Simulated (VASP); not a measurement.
# Te2Mo in VASP: single point with PBEsol

Aim: the single point of Te2Mo with PBEsol.

Everything below comes from runs of VASP 6.6.1. Logs are shortened: lines on timing, memory, paths and dates and some standing lists are left out, and cuts for length are marked.

### Step 1. The cell of the first run

The cell holds a slab with vacuum, 6 atoms: a = 3.491 Å, b = 3.491 Å, c = 35.054 Å, α = 90.00°, β = 90.00°, γ = 120.00°.

### Step 2. Single point, PBEsol

Contents of INCAR:

```
ALGO = Normal
EDIFF = 1E-6
ENCUT = 520
GGA = PS
ISIF = 2
ISMEAR = 0
LASPH = True
LCHARG = False
LREAL = False
LWAVE = False
NBANDS = 35
NELM = 60
PREC = Accurate
SIGMA = 0.05
```

Contents of KPOINTS:

```
k-points
0
Gamma
  9 9 1
```

Contents of POSCAR:

```
Te2Mo
1.0
    3.4911146807      0.0000000000      0.0000000000
   -1.7455573404      3.0233940010      0.0000000000
    0.0000000000      0.0000000000     35.0541033180
Te Mo
4 2
Direct
    0.3333333333      0.6666666667      0.4485562876
    0.3333333333      0.6666666667      0.9485562876
    0.3333333333      0.6666666667      0.0514437124
    0.3333333333      0.6666666667      0.5514437124
    0.0000000000      0.0000000000      0.0000000000
    0.0000000000      0.0000000000      0.5000000000
```

Potentials or basis: VASP PAW PBE potentials, release 64 (Te, Mo_sv).

Command:

```
cat potpaw_PBE.64/Te/POTCAR potpaw_PBE.64/Mo_sv/POTCAR > POTCAR
mpirun -np 1 vasp_std > vasp.out
```

OUTCAR:

```text
EDIFF = 1E-6
   ENCUT = 520
   GGA = PS
   ISIF = 2
   ISMEAR = 0
   LASPH = True
   LREAL = False
   NELM = 60
   PREC = Accurate

 ion  position               nearest neighbor table
   1  0.333  0.667  0.449-   6 2.70   6 2.70   6 2.70   4 3.61
   2  0.333  0.667  0.949-   5 2.70   5 2.70   5 2.70   3 3.61
   3  0.333  0.667  0.051-   5 2.70   5 2.70   5 2.70   2 3.61
   4  0.333  0.667  0.551-   6 2.70   6 2.70   6 2.70   1 3.61
   5  0.000  0.000  0.000-   2 2.70   3 2.70   2 2.70   3 2.70   2 2.70   3 2.70
   6  0.000  0.000  0.500-   1 2.70   4 2.70   1 2.70   4 2.70   1 2.70   4 2.70

  LATTYP: Found a hexagonal cell.
 ALAT       =     3.4911146807
 C/A-ratio  =    10.0409486723

  Lattice vectors:

 A1 = (   3.4911146807,   0.0000000000,   0.0000000000)
 A2 = (  -1.7455573404,   3.0233940010,   0.0000000000)
 A3 = (   0.0000000000,   0.0000000000,  35.0541033180)

Analysis of symmetry for initial positions (statically):
=====================================================================
 Subroutine PRICEL returns following result:

  LATTYP: Found a hexagonal cell.
 ALAT       =     3.4911146807
 C/A-ratio  =     5.0204743361

  Lattice vectors:

 A1 = (   3.4911146807,   0.0000000000,   0.0000000000)
 A2 = (  -1.7455573404,   3.0233940010,   0.0000000000)
 A3 = (   0.0000000000,   0.0000000000,  17.5270516590)

   2 primitive cells build up your supercell.

 Routine SETGRP: Setting up the symmetry group for a
 hexagonal supercell.

 Subroutine GETGRP returns: Found 12 space group operations
 (whereof 12 operations were pure point group operations)
 out of a pool of 24 trial point group operations.

The static configuration has the point symmetry D_3h.

Analysis of symmetry for dynamics (positions and initial velocities):
=====================================================================
 Subroutine PRICEL returns following result:

  LATTYP: Found a hexagonal cell.
 ALAT       =     3.4911146807
 C/A-ratio  =     5.0204743361

  Lattice vectors:

 A1 = (   3.4911146807,   0.0000000000,   0.0000000000)
 A2 = (  -1.7455573404,   3.0233940010,   0.0000000000)
 A3 = (   0.0000000000,   0.0000000000,  17.5270516590)

   2 primitive cells build up your supercell.

 Routine SETGRP: Setting up the symmetry group for a
[... 93 lines left out ...]
   ENCUT  =  520.0 eV  38.22 Ry    6.18 a.u.   6.49  6.49 65.18*2*pi/ulx,y,z
   NELM   =     60;   NELMIN=  2; NELMDL= -5     # of ELM steps
   EDIFF  = 0.1E-05   stopping-criterion for ELM
   LREAL  =      F    real-space projection
   EDIFFG = 0.1E-04   stopping-criterion for IOM
   NSW    =      0    number of steps for IOM
   IBRION =     -1    ionic relax: 0-MD 1-quasi-New 2-CG
   NFREE  =      0    steps in history (QN), initial steepest desc. (CG)
   ISIF   =      2    stress and relaxation
   ISYM   =      2    0-nonsym 1-usesym 2-fastsym
   POTIM  = 0.5000    time-step for ionic-motion
   TEBEG  =    0.0;   TEEND  =   0.0 temperature during run
   PSTRESS=    0.0 pullay stress
   NELECT =      52.0000    total number of electrons
   NUPDOWN=      -1.0000    fix difference up-down
   EMIN   =  10.00;   EMAX   =-10.00  energy-range for DOS
   EFERMI =   0.00;   METHOD = LEGACY
   ISMEAR =     0;   SIGMA  =   0.05  broadening in eV -4-tet -1-fermi 0-gaus
   EFERMI_NEDOS =   21; number of points for ismear=-14 and -15
   IALGO  =     38    algorithm
   IMIX   =      4    mixing-type and parameters
     AMIX     =   0.40;   BMIX     =  1.00
     AMIX_MAG =   1.60;   BMIX_MAG =  1.00
  volume/ion in A,a.u.               =      61.67       416.14
  Fermi-wavevector in a.u.,A,eV,Ry     =   0.851158  1.608455  9.857005  0.724469
  Thomas-Fermi vector in A             =   1.967247
   LORBIT       =      0    0 simple, 1 ext, 2 COOP (PROOUT), +10 PAW based schemes
   GGA     = PS    functional components
   LHFCALC =     F    Hartree Fock is set to
   AEXX    =    0.0000 exact exchange contribution
   IVDW    =     0    specifies the selected vdW correction
   LEPSILON=     F    determine dielectric tensor
   LRPA    =     F    only Hartree local field effects (RPA)
 non-spin polarized calculation
 Gauss-broadening in eV      SIGMA  =   0.05
  energy-cutoff  :      520.00
  volume of cell :      370.00
 maximum number of plane-waves:     10091
 NGX is ok and might be reduce to    28
   NGX = 13   NGY = 13   NGZ =131

 number of electron      51.9999999 magnetization

 Free energy of the ion-electron system (eV)
  ---------------------------------------------------
  ext. energy  EPLUGINS =         0.00000000
  ---------------------------------------------------
  free energy    TOTEN  =       -39.22912915 eV

  energy without entropy =      -39.22912915  energy(sigma->0) =      -39.22912915

 E-fermi :   0.5745     XC(G=0):  -4.8392

 val. band max:        0.2423101194   @ k =   0.3333   0.3333   0.0000
 cond. band min:       1.4440934609   @ k =   0.3333   0.3333   0.0000
 fundamental gap:      1.2017833415
 Fermi energy:         0.5745072162

 k-point     1 :       0.0000    0.0000    0.0000
  band No.  band energies     occupation
      1     -60.2852      2.00000
      2     -60.2852      2.00000
      3     -34.5008      2.00000
      4     -34.5008      2.00000
      5     -34.3453      2.00000
      6     -34.3453      2.00000
[... 445 lines left out ...]
     34       4.5240      0.00000
     35       5.3890      0.00000

------------------------ aborting loop because EDIFF is reached ----------------------------------------

  FORCE on cell =-STRESS in cart. coord.  units (eV):
  Direction    XX          YY          ZZ          XY          YZ          ZX
  --------------------------------------------------------------------------------------
  -------------------------------------------------------------------------------------
  Total        0.0824213      0.0824213      0.1985124     -0.0000000     -0.0000000     -0.0000000
  in kB        0.3569045      0.3569045      0.8596082     -0.0000000     -0.0000000     -0.0000000
  external PRESSURE =       0.5244724 kB  Pullay stress =       0.0000000 kB

 VOLUME and BASIS-vectors are now :
 -----------------------------------------------------------------------------
  energy-cutoff  :      520.00
  volume of cell :      370.00
      direct lattice vectors                 reciprocal lattice vectors
     3.491114681  0.000000000  0.000000000     0.286441464  0.165377056  0.000000000
    -1.745557340  3.023394001  0.000000000     0.000000000  0.330754113  0.000000000
     0.000000000  0.000000000 35.054103318     0.000000000  0.000000000  0.028527331

 POSITION                                       TOTAL-FORCE (eV/Angst)
 -----------------------------------------------------------------------------------
     -0.00000      2.01560     15.72374        -0.000000     -0.000000     -0.030768
     -0.00000      2.01560     33.25079         0.000000     -0.000000     -0.030768
     -0.00000      2.01560      1.80331         0.000000     -0.000000      0.030768
     -0.00000      2.01560     19.33036        -0.000000     -0.000000      0.030768
      0.00000      0.00000      0.00000        -0.000000      0.000000      0.000000
      0.00000      0.00000     17.52705        -0.000000      0.000000      0.000000
 -----------------------------------------------------------------------------------
    total drift:                                0.000000     -0.000000     -0.000000

  FREE ENERGIE OF THE ION-ELECTRON SYSTEM (eV)
  ---------------------------------------------------
  free  energy   TOTEN  =       -39.2291291489 eV

  energy  without entropy=      -39.2291291489  energy(sigma->0) =      -39.22912915
```

OSZICAR:

```text
N       E                     dE             d eps       ncg     rms          rms(c)
DAV:   1     0.374552778965E+03    0.37455E+03   -0.23317E+04  1040   0.119E+03
DAV:   2    -0.119186545493E+02   -0.38647E+03   -0.37548E+03  1107   0.271E+02
DAV:   3    -0.399180950684E+02   -0.27999E+02   -0.27645E+02  1096   0.626E+01
[... 15 lines left out ...]
DAV:  19    -0.392291000214E+02   -0.54336E-04   -0.15912E-06   706   0.396E-03    0.929E-03
DAV:  20    -0.392291201752E+02   -0.20154E-04   -0.91892E-07   683   0.406E-03    0.252E-03
DAV:  21    -0.392291264446E+02   -0.62694E-05   -0.39504E-07   616   0.225E-03    0.110E-03
DAV:  22    -0.392291289008E+02   -0.24561E-05   -0.10627E-07   551   0.809E-04    0.909E-04
DAV:  23    -0.392291291489E+02   -0.24812E-06   -0.22072E-08   511   0.348E-04
   1 F= -.39229129E+02 E0= -.39229129E+02  d E =-.939748E-22
```

It took 7.1 min on 1 thread of AMD EPYC 7R43 (Zen 3), shared host; peak memory 0.5 GiB.

What came out:

- Free energy: -39.2291 eV
- Largest force: 0.031 eV/Å
- Band gap on the k mesh: 1.20 eV

Forces on the atoms (eV/Å):
```
Te   0.000  0.000 -0.031
Te   0.000  0.000 -0.031
Te   0.000  0.000  0.031
Te   0.000  0.000  0.031
Mo   0.000  0.000  0.000
Mo   0.000  0.000  0.000
```

Caveat: the PAW data sets were made with another functional, which shifts forces and pressure a little; spin-orbit coupling is left out, which moves the levels of the heavy elements.
